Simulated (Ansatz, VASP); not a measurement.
**One calculation of TiGe, two programs**

```
Ti Ge
1.0
     0.00000    2.85650    2.85650
     2.85650    0.00000    2.85650
     2.85650    2.85650    0.00000
Ti Ge
1 1
Direct
  0.00000 0.00000 0.00000
  0.25000 0.25000 0.25000
```

Alike in both runs: task single point; functional PBE; k mesh 6 × 6 × 6; occupations gaussian, width 0.05 eV; no spin polarisation.

```csv
,VASP,Ansatz
version,VASP 6.6.1,Ansatz 0.2.0
potentials or method,"VASP PAW PBE potentials, release 64 (Ti_sv, Ge_d), cutoff 500 eV","scalar-relativistic, plane waves, PAW"
valence electrons in the cell,26,26
```

```csv
,VASP,Ansatz,Ansatz less VASP
gap on the k mesh at the Fermi level (eV),0.15,0.15,-0.001
least direct gap on the mesh (eV),0.15,0.15,-0.001
pressure (GPa),4.8,4.7,-0.09
```
